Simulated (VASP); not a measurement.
# K8Ta8O25 (a cell with a defect) in VASP: further runs

Runs on K8Ta8O25 (a cell with a defect). Level: PBEsol. Tasks: single point.

All numbers are computed with VASP 6.6.1; they aren't measurements. Logs are shortened: lines on timing, memory, paths and dates and some standing lists are left out, and cuts for length are marked.

### Step 1. The cell of the first run

The cell holds a defect, 41 atoms: a = 7.971 Å, b = 7.971 Å, c = 7.971 Å, α = 90.00°, β = 90.00°, γ = 90.00°.

### Step 2. Single point, PBEsol, collinear spin

The input, INCAR:

```
PREC     = Accurate       # precision mode
ENCUT    = 520            # plane-wave cutoff, eV
EDIFF    = 1E-6           # SCF threshold, eV
ISMEAR   = -1             # smearing method
SIGMA    = 0.05           # smearing width, eV
LREAL    = Auto         
LASPH    = T              # aspherical terms in the spheres
NELM     = 200            # most SCF steps
ALGO     = Normal         # electronic algorithm
ISIF     = 2              # what is computed and relaxed
LWAVE    = F              # write WAVECAR
LCHARG   = F              # write CHGCAR
ISPIN    = 2              # spin polarisation
MAGMOM   = 0 0 0 0 0 0 0 0.143 0.143 0.143 0 0 0 0 0 0 0 0.143 0 0 0 0 0 0 0 0 0 0 0 0.143 0 0 0 0 0 0.143 0 0 0 0 0.143 # initial moments
LORBIT   = 11             # projections on sites
LMAXMIX  = 4              # l up to which the mixer works
GGA      = PS             # functional
NBANDS   = 185            # bands
NELECT   = 309.0        
ISYM     = -1           
GGA_COMPAT= F
```

The input, KPOINTS:

```
explicit points
1
Reciprocal
  0.25000000   0.25000000   0.25000000 1
```

The input, POSCAR:

```
K8Ta8O25
1.0
    7.9708780000      0.0000000000      0.0000000000
    0.0000000000      7.9708780000      0.0000000000
    0.0000000000      0.0000000000      7.9708780000
K Ta O
8 8 25
Direct
    0.9981860000      0.0017480000      0.9994000000
    0.9879150000      0.9941620000      0.4982970000
    0.9983430000      0.5046740000      0.9986520000
    0.9887620000      0.5116710000      0.4992850000
    0.5082740000      0.0013230000      0.9993470000
    0.5178500000      0.9943560000      0.4987250000
    0.5085020000      0.5042910000      0.9985960000
    0.5187250000      0.5118940000      0.4997040000
    0.2520860000      0.2559370000      0.2432790000
    0.2545330000      0.2501410000      0.7548190000
    0.2540150000      0.7505010000      0.2495840000
    0.2525130000      0.7555190000      0.7484320000
    0.7517770000      0.2529810000      0.2493440000
    0.7548490000      0.2530140000      0.7484840000
    0.7539810000      0.7528150000      0.2477660000
    0.7525370000      0.7531820000      0.7501030000
    0.2534230000      0.2528970000      0.9990480000
    0.2521360000      0.1629710000      0.4963530000
    0.2532990000      0.7531000000      0.9990690000
    0.2535030000      0.7529240000      0.4990460000
    0.7533130000      0.2530880000      0.9991210000
    0.7534500000      0.2529850000      0.4990700000
    0.7534920000      0.7529620000      0.9990540000
    0.7532840000      0.7530840000      0.4991030000
    0.0060880000      0.2537720000      0.2523330000
    0.0058630000      0.2522430000      0.7454740000
    0.0033030000      0.7526090000      0.2496220000
    0.0029790000      0.7536700000      0.7481100000
    0.5009050000      0.2538480000      0.2528230000
    0.5006140000      0.2522920000      0.7457210000
    0.5037590000      0.7523630000      0.2498600000
    0.5035020000      0.7534540000      0.7487300000
    0.2541040000      0.9994220000      0.2275480000
    0.2536210000      0.0002130000      0.7681190000
    0.2530900000      0.5058230000      0.2298340000
    0.2526630000      0.5065810000      0.7706940000
    0.7534350000      0.0037110000      0.2483650000
    0.7532630000      0.0036140000      0.7497940000
    0.7534970000      0.5023960000      0.2484480000
    0.7532670000      0.5023710000      0.7497050000
    0.2544570000      0.3432210000      0.5017900000
```

Potentials or basis: VASP PAW PBE potentials, release 64 (K_sv, Ta_pv, O).

Run with:

```bash
cat potpaw_PBE.64/K_sv/POTCAR potpaw_PBE.64/Ta_pv/POTCAR potpaw_PBE.64/O/POTCAR > POTCAR
mpirun -np 1 vasp_std > vasp.out
```

OUTCAR:

```text
PREC = Accurate
   ENCUT = 520
   EDIFF = 1E-6
   ISMEAR = -1
   LREAL = Auto
   LASPH = T
   NELM = 200
   ISIF = 2
   ISPIN = 2
   LORBIT = 11
   GGA = PS
   NELECT = 309.0
   ISYM = -1

 ion  position               nearest neighbor table
   1  0.998  0.002  0.999-  33 2.73  34 2.75  23 2.78  37 2.78  38 2.79  21 2.80  27 2.81  28 2.81
                            19 2.84  26 2.84  25 2.85  17 2.85  15 3.41  16 3.42  14 3.43  13 3.44
   2  0.988  0.994  0.498-  18 2.50  24 2.68  37 2.73  38 2.74  27 2.77  28 2.77  22 2.78  26 2.85
                            25 2.85  20 2.86  15 3.34  16 3.35  14 3.42  13 3.43  12 3.47  11 3.49
   3  0.998  0.505  0.999-  36 2.72  35 2.74  23 2.78  40 2.78  39 2.79  21 2.80  27 2.81  28 2.82
                            19 2.84  25 2.84  26 2.85  17 2.86  15 3.41  16 3.42  14 3.43   9 3.44
   4  0.989  0.512  0.499-  41 2.51  24 2.69  40 2.74  39 2.74  27 2.77  28 2.77  22 2.79  25 2.85
                            26 2.85  20 2.85  15 3.35  16 3.35  14 3.42  13 3.43  11 3.47  12 3.48
   5  0.508  0.001  0.999-  33 2.72  34 2.74  23 2.78  37 2.79  38 2.79  21 2.80  32 2.81  31 2.82
                            19 2.84  30 2.84  29 2.85  17 2.85  16 3.41  15 3.42  13 3.43  10 3.44
   6  0.518  0.994  0.499-  18 2.51  24 2.69  37 2.74  38 2.74  31 2.77  32 2.77  22 2.79  30 2.85
                            29 2.85  20 2.85  16 3.35  15 3.35  13 3.42  14 3.43  12 3.47  11 3.48
   7  0.509  0.504  0.999-  36 2.73  35 2.75  23 2.78  40 2.78  39 2.79  21 2.80  32 2.81  31 2.81
                            19 2.84  29 2.85  30 2.85  17 2.85  16 3.41  15 3.42  13 3.43  14 3.44
   8  0.519  0.512  0.500-  41 2.50  24 2.68  40 2.73  39 2.74  31 2.77  32 2.77  22 2.79  29 2.85
                            30 2.85  20 2.86  16 3.34  15 3.35  13 3.42  14 3.43  11 3.47  12 3.49
   9  0.252  0.256  0.243-  17 1.95  25 1.96  29 1.98  35 1.99  33 2.05  18 2.15  41 2.17   3 3.44
                             7 3.45   1 3.46   5 3.47   4 3.57   8 3.59   2 3.59   6 3.60
  10  0.255  0.250  0.755-  17 1.95  30 1.96  26 1.98  34 1.99  36 2.05  41 2.15  18 2.17   5 3.44
                             1 3.45   7 3.46   3 3.47   6 3.57   2 3.59   8 3.59   4 3.60
  11  0.254  0.751  0.250-  35 1.96  20 1.99  31 1.99  33 1.99  19 2.00  27 2.00   7 3.46   3 3.46
                             8 3.47   4 3.47   5 3.48   6 3.48   1 3.49   2 3.49
  12  0.253  0.756  0.748-  34 1.96  20 1.99  28 1.99  36 1.99  19 2.00  32 2.00   1 3.46   5 3.46
                             2 3.47   6 3.47   3 3.48   4 3.48   7 3.49   8 3.49
  13  0.752  0.253  0.249-  37 1.99  39 1.99  22 1.99  21 1.99  29 2.00  25 2.03   6 3.42   8 3.42
                             2 3.43   5 3.43   7 3.43   4 3.43   1 3.44   3 3.45
  14  0.755  0.253  0.748-  40 1.99  38 1.99  22 1.99  21 2.00  26 2.00  30 2.03   4 3.42   2 3.42
                             8 3.43   3 3.43   1 3.43   6 3.43   7 3.44   5 3.45
  15  0.754  0.753  0.248-  23 1.98  27 1.99  31 1.99  39 2.00  37 2.00  24 2.00   2 3.34   4 3.35
                             8 3.35   6 3.35   1 3.41   3 3.41   5 3.42   7 3.42
  16  0.753  0.753  0.750-  23 1.98  32 1.99  38 2.00  28 2.00  40 2.00  24 2.00   8 3.34   6 3.35
                             2 3.35   4 3.35   7 3.41   5 3.41   3 3.42   1 3.42
  17  0.253  0.253  0.999-  10 1.95   9 1.95   1 2.85   5 2.85   7 2.85   3 2.86
  18  0.252  0.163  0.496-  41 1.44   9 2.15  10 2.17   2 2.50   6 2.51
  19  0.253  0.753  0.999-  11 2.00  12 2.00   5 2.84   3 2.84   1 2.84   7 2.84
  20  0.254  0.753  0.499-  12 1.99  11 1.99   6 2.85   4 2.85   8 2.86   2 2.86
  21  0.753  0.253  0.999-  13 1.99  14 2.00   7 2.80   1 2.80   3 2.80   5 2.80
  22  0.753  0.253  0.499-  14 1.99  13 1.99   2 2.78   8 2.79   4 2.79   6 2.79
  23  0.753  0.753  0.999-  15 1.98  16 1.98   3 2.78   1 2.78   5 2.78   7 2.78
  24  0.753  0.753  0.499-  16 2.00  15 2.00   2 2.68   8 2.68   6 2.69   4 2.69
  25  0.006  0.254  0.252-   9 1.96  13 2.03   3 2.84   1 2.85   4 2.85   2 2.85
  26  0.006  0.252  0.745-  10 1.98  14 2.00   1 2.84   3 2.85   2 2.85   4 2.85
  27  0.003  0.753  0.250-  15 1.99  11 2.00   2 2.77   4 2.77   3 2.81   1 2.81
  28  0.003  0.754  0.748-  12 1.99  16 2.00   2 2.77   4 2.77   1 2.81   3 2.82
  29  0.501  0.254  0.253-   9 1.98  13 2.00   7 2.85   8 2.85   5 2.85   6 2.85
  30  0.501  0.252  0.746-  10 1.96  14 2.03   5 2.84   7 2.85   6 2.85   8 2.85
  31  0.504  0.752  0.250-  11 1.99  15 1.99   8 2.77   6 2.77   7 2.81   5 2.82
  32  0.504  0.753  0.749-  16 1.99  12 2.00   8 2.77   6 2.77   5 2.81   7 2.81
  33  0.254  0.999  0.228-  11 1.99   9 2.05   5 2.72   1 2.73
  34  0.254  0.000  0.768-  12 1.96  10 1.99   5 2.74   1 2.75
  35  0.253  0.506  0.230-  11 1.96   9 1.99   3 2.74   7 2.75
  36  0.253  0.507  0.771-  12 1.99  10 2.05   3 2.72   7 2.73
  37  0.753  0.004  0.248-  13 1.99  15 2.00   2 2.73   6 2.74   1 2.78   5 2.79
  38  0.753  0.004  0.750-  14 1.99  16 2.00   2 2.74   6 2.74   1 2.79   5 2.79
  39  0.753  0.502  0.248-  13 1.99  15 2.00   8 2.74   4 2.74   3 2.79   7 2.79
  40  0.753  0.502  0.750-  14 1.99  16 2.00   8 2.73   4 2.74   7 2.78   3 2.78
  41  0.254  0.343  0.502-  18 1.44  10 2.15   9 2.17   8 2.50   4 2.51

IMPORTANT INFORMATION: All symmetrisations will be switched off!
NOSYMM: (Re-)initialisation of all symmetry stuff for point group C_1.

----------------------------------------------------------------------------------------

                                     Primitive cell

  volume of cell :     506.4289

  direct lattice vectors                    reciprocal lattice vectors
[... 139 lines left out ...]
   EFERMI_NEDOS =   21; number of points for ismear=-14 and -15
   IALGO  =     38    algorithm
   IMIX   =      4    mixing-type and parameters
     AMIX     =   0.40;   BMIX     =  1.00
     AMIX_MAG =   1.60;   BMIX_MAG =  1.00
  volume/ion in A,a.u.               =      12.35        83.35
  Fermi-wavevector in a.u.,A,eV,Ry     =   1.388529  2.623939 26.232191  1.928012
  Thomas-Fermi vector in A             =   2.512646
   LORBIT       =     11    0 simple, 1 ext, 2 COOP (PROOUT), +10 PAW based schemes
   GGA     = PS    functional components
   LHFCALC =     F    Hartree Fock is set to
   AEXX    =    0.0000 exact exchange contribution
   IVDW    =     0    specifies the selected vdW correction
   LEPSILON=     F    determine dielectric tensor
   LRPA    =     F    only Hartree local field effects (RPA)
 spin polarized calculation
  energy-cutoff  :      520.00
  volume of cell :      506.43
 maximum number of plane-waves:     13601
 NGX is ok and might be reduce to    60
   NGX = 29   NGY = 29   NGZ = 29

 number of electron     309.0000041 magnetization       0.3184055

 number of electron     309.0000043 magnetization      -0.8015736

 Free energy of the ion-electron system (eV)
  ---------------------------------------------------
  ext. energy  EPLUGINS =         0.00000000
  ---------------------------------------------------
  free energy    TOTEN  =      -348.65986471 eV

  energy without entropy =     -348.56886809  energy(sigma->0) =     -348.61436640

 E-fermi :   1.6894     XC(G=0): -11.2188

 val. band max:        1.5671062826   @ k =   0.2500   0.2500   0.2500
 cond. band min:       1.7352465696   @ k =   0.2500   0.2500   0.2500
 fundamental gap:      0.1681402870
 Fermi energy:         1.6894123259

 spin component 1

 k-point     1 :       0.2500    0.2500    0.2500
  band No.  band energies     occupation
      1     -32.7894      1.00000
      2     -32.6969      1.00000
      3     -32.5531      1.00000
      4     -32.5498      1.00000
      5     -32.4977      1.00000
      6     -32.4934      1.00000
[... 158 lines left out ...]
    165       6.4790      0.00000
    166       6.5170      0.00000
 Fermi energy:         1.6894123259

 spin component 2

 k-point     1 :       0.2500    0.2500    0.2500
  band No.  band energies     occupation
      1     -32.7864      1.00000
      2     -32.6933      1.00000
      3     -32.5497      1.00000
      4     -32.5465      1.00000
      5     -32.4926      1.00000
      6     -32.4883      1.00000
[... 158 lines left out ...]
    165       6.4705      0.00000
    166       6.5104      0.00000
 [bands above 166 left out]

------------------------ aborting loop because EDIFF is reached ----------------------------------------

  FORCE on cell =-STRESS in cart. coord.  units (eV):
  Direction    XX          YY          ZZ          XY          YZ          ZX
  --------------------------------------------------------------------------------------
  -------------------------------------------------------------------------------------
  Total       -1.4211842      1.1869290      2.0718020     -1.2620448     -2.0476737     -1.2739779
  in kB       -4.4961673      3.7550596      6.5545116     -3.9927018     -6.4781777     -4.0304542
  external PRESSURE =       1.9378013 kB  Pullay stress =       0.0000000 kB

 VOLUME and BASIS-vectors are now :
 -----------------------------------------------------------------------------
  energy-cutoff  :      520.00
  volume of cell :      506.43
      direct lattice vectors                 reciprocal lattice vectors
     7.970878000  0.000000000  0.000000000     0.125456694  0.000000000  0.000000000
     0.000000000  7.970878000  0.000000000     0.000000000  0.125456694  0.000000000
     0.000000000  0.000000000  7.970878000     0.000000000  0.000000000  0.125456694

 POSITION                                       TOTAL-FORCE (eV/Angst)
 -----------------------------------------------------------------------------------
      7.95642      0.01393      7.96610         0.056172     -0.003141      0.007661
      7.87455      7.92434      3.97186         0.037853     -0.004781     -0.006979
      7.95767      4.02269      7.96013         0.049252      0.000503     -0.007411
      7.88130      4.07847      3.97974         0.037982     -0.002744      0.009968
      4.05139      0.01055      7.96567        -0.051340      0.002811      0.005205
      4.12772      7.92589      3.97528        -0.033033     -0.000652     -0.009035
[... 33 lines left out ...]
      6.00420      4.00434      5.97581         0.004358      0.010956      0.000219
      2.02825      2.73577      3.99971        -0.032400      0.206381      0.000256
 -----------------------------------------------------------------------------------
    total drift:                               -0.021878     -0.024214     -0.004631

  FREE ENERGIE OF THE ION-ELECTRON SYSTEM (eV)
  ---------------------------------------------------
  free  energy   TOTEN  =      -348.6598647073 eV

  energy  without entropy=     -348.5688680864  energy(sigma->0) =     -348.61436640

 total charge

# of ion       s       p       d       tot
------------------------------------------
    1        1.960   5.586   0.049   7.595
    2        1.961   5.590   0.054   7.605
    3        1.960   5.586   0.049   7.595
    4        1.961   5.589   0.054   7.605
    5        1.960   5.586   0.049   7.595
    6        1.961   5.589   0.054   7.605
[... 33 lines left out ...]
   40        1.559   3.496   0.000   5.055
   41        1.596   3.376   0.000   4.971
--------------------------------------------------
tot         57.519 182.529  17.025 257.073

 magnetization (x)

# of ion       s       p       d       tot
------------------------------------------
    1        0.000   0.000   0.000   0.000
    2        0.000  -0.000   0.000   0.000
    3        0.000   0.000   0.000   0.000
    4        0.000   0.000   0.000   0.000
    5        0.000   0.000   0.000   0.000
    6        0.000   0.000   0.000   0.000
[... 33 lines left out ...]
   40       -0.000  -0.003   0.000  -0.004
   41       -0.001  -0.033   0.000  -0.033
--------------------------------------------------
tot         -0.008  -0.713   0.051  -0.670
```

It took 7.5 min on 1 thread of AMD EPYC 7R43 (Zen 3), shared host; peak memory 0.68 GiB.

What came out:

* Free energy: -348.6599 eV
* Largest force: 0.286 eV/Å
* Net moment: -0.80 μB per cell
* Site moments: K +0.00; Ta +0.01, +0.02, +0.00 (each value once); O -0.03, -0.19, -0.01, -0.00, -0.16, -0.02 (each value once) μB
* Valence electrons inside the program's atomic spheres: K 7.59, 7.61 (each value once); Ta 8.77, 8.80, 8.76, 8.78 (each value once); O 5.07, 4.97, 5.02, 5.05, 5.06 (each value once)

Forces in eV/Å, atoms in the order of the input:
```
K    0.056 -0.003  0.008
K    0.038 -0.005 -0.007
K    0.049  0.001 -0.007
K    0.038 -0.003  0.010
K   -0.051  0.003  0.005
K   -0.033 -0.001 -0.009
K   -0.057  0.012 -0.007
K   -0.032 -0.001  0.005
Ta   0.023 -0.139 -0.096
Ta  -0.021  0.133  0.093
Ta  -0.007  0.170 -0.225
Ta   0.006 -0.169  0.230
Ta   0.023  0.006 -0.009
Ta  -0.029 -0.010  0.018
Ta  -0.018 -0.009 -0.012
Ta   0.019  0.002  0.020
O   -0.001  0.003  0.006
O    0.037 -0.204 -0.005
O    0.001 -0.001 -0.005
O   -0.002  0.000  0.004
O    0.001 -0.001 -0.011
O   -0.001  0.000  0.006
O   -0.002  0.002  0.006
O    0.002 -0.001 -0.009
O   -0.095  0.010  0.014
O   -0.077 -0.006 -0.022
O   -0.109 -0.004  0.020
O   -0.108  0.011 -0.009
O    0.065  0.006  0.019
O    0.107 -0.007 -0.015
O    0.117 -0.009  0.008
O    0.091  0.005 -0.023
O   -0.016  0.006  0.059
O   -0.008  0.012 -0.039
O    0.009 -0.021  0.041
O    0.018  0.005 -0.058
O   -0.003 -0.023 -0.002
O   -0.002 -0.012 -0.001
O   -0.001  0.028  0.000
O    0.004  0.011  0.000
O   -0.032  0.206  0.000
```

Levels at points of the mesh, in eV from the Fermi level:
Spin up:
| k point | band 152 | band 153 | band 154 | band 155 | band 156 | band 157 |
| --- | --- | --- | --- | --- | --- | --- |
| (0.25, 0.25, 0.25) | -0.16 | -0.15 | -0.12 | 0.05 | 2.91 | 3.08 |
Spin down:
| k point | band 152 | band 153 | band 154 | band 155 | band 156 | band 157 | band 158 | band 159 |
| --- | --- | --- | --- | --- | --- | --- | --- | --- |
| (0.25, 0.25, 0.25) | -0.24 | -0.21 | -0.18 | -0.15 | 2.91 | 3.08 | 3.14 | 3.15 |

Caveat: the cell carries a net charge on a neutralising background, which shifts energy and pressure; the cell is charged against a uniform background, so pressure and absolute levels hang on convention; the PAW data sets were made with another functional, which shifts forces and pressure a little; spin-orbit coupling is left out, which moves the levels of the heavy elements.

### Step 3. Single point, PBEsol, collinear spin

Changes to INCAR since step 2:

```diff
@@ -2,3 +2,3 @@
 ENCUT    = 520            # plane-wave cutoff, eV
-EDIFF    = 1E-6           # SCF threshold, eV
+EDIFF    = 1E-7           # SCF threshold, eV
 ISMEAR   = -1             # smearing method
@@ -7,3 +7,3 @@
 LASPH    = T              # aspherical terms in the spheres
-NELM     = 200            # most SCF steps
+NELM     = 150            # most SCF steps
 ALGO     = Normal         # electronic algorithm
@@ -19,3 +19,2 @@
 NELECT   = 309.0        
-ISYM     = -1           
-GGA_COMPAT= F
+ISYM     = 0
```

The input, KPOINTS:

```
Automatic mesh
0
Gamma
  1 1 1
  0.25 0.25 0.25
```

POSCAR is that of step 2.

Potentials or basis: VASP PAW PBE potentials, release 64 (K_sv, Ta_pv, O).

Run with:

```bash
cat potpaw_PBE.64/K_sv/POTCAR potpaw_PBE.64/Ta_pv/POTCAR potpaw_PBE.64/O/POTCAR > POTCAR
mpirun -np 1 vasp_std > vasp.out
```

Run time: 17 min. Hardware: 1 thread of Intel Xeon 6975P-C (Granite Rapids), shared host; peak memory 0.95 GiB.

The run converged. Its results:

```
Free energy                                           : -348.6314 eV
Largest force                                         : 0.566 eV/Å
Net moment                                            : -0.77 μB per cell
Site moments                                          : K +0.00; Ta +0.01, +0.02, +0.00 (each value once); O -0.03, -0.19, -0.01, -0.00, -0.12, -0.05 (each value once) μB
Valence electrons inside the program's atomic spheres : K 7.59, 7.61, 7.60 (each value once); Ta 8.77, 8.80, 8.76, 8.78 (each value once); O 5.07, 4.97, 5.02, 5.05, 5.06, 5.04 (each value once)
```

Forces on the atoms (eV/Å):
```
K    0.070 -0.005  0.025
K    0.051 -0.005 -0.015
K    0.059  0.000 -0.022
K    0.041 -0.004  0.021
K   -0.061  0.003  0.020
K   -0.036  0.000 -0.020
K   -0.071  0.014 -0.024
K   -0.045 -0.001  0.013
Ta   0.021 -0.470 -0.075
Ta  -0.018  0.465  0.073
Ta  -0.011  0.509 -0.245
Ta   0.011 -0.507  0.251
Ta   0.038  0.012 -0.011
Ta  -0.041 -0.013  0.021
Ta  -0.018 -0.006 -0.014
Ta   0.021  0.003  0.024
O   -0.001  0.003  0.006
O    0.021 -0.181 -0.036
O    0.000 -0.002 -0.005
O   -0.003  0.000  0.004
O    0.000 -0.002 -0.011
O   -0.002 -0.001  0.006
O   -0.002  0.001  0.005
O    0.001 -0.002 -0.009
O   -0.119  0.016  0.022
O   -0.088 -0.016 -0.014
O   -0.134 -0.020  0.025
O   -0.127  0.029 -0.009
O    0.075  0.015  0.010
O    0.131 -0.015 -0.023
O    0.136 -0.029  0.007
O    0.116  0.021 -0.029
O   -0.016 -0.014  0.099
O   -0.014  0.011  0.020
O    0.015 -0.019 -0.018
O    0.018  0.024 -0.098
O   -0.004 -0.029 -0.003
O   -0.003 -0.013 -0.002
O    0.001  0.028  0.001
O    0.005  0.015  0.001
O   -0.016  0.183  0.031
```

Levels at points of the mesh, in eV from the Fermi level:
Spin up:
```tsv
k point	band 150	band 151	band 152	band 153	band 154	band 155	band 156	band 157	band 158	band 159
(0.25, 0.25, 0.25)	-0.23	-0.20	-0.15	-0.14	-0.11	0.09	2.92	3.08	3.14	3.16
```
Spin down:
| k point | band 153 | band 154 | band 155 | band 156 | band 157 | band 158 |
| --- | --- | --- | --- | --- | --- | --- |
| (0.25, 0.25, 0.25) | -0.20 | -0.18 | -0.15 | 2.92 | 3.08 | 3.14 |

Caveat: the cell carries a net charge on a neutralising background, which shifts energy and pressure; the cell is charged against a uniform background, so pressure and absolute levels hang on convention; the PAW data sets were made with another functional, which shifts forces and pressure a little; spin-orbit coupling is left out, which moves the levels of the heavy elements.
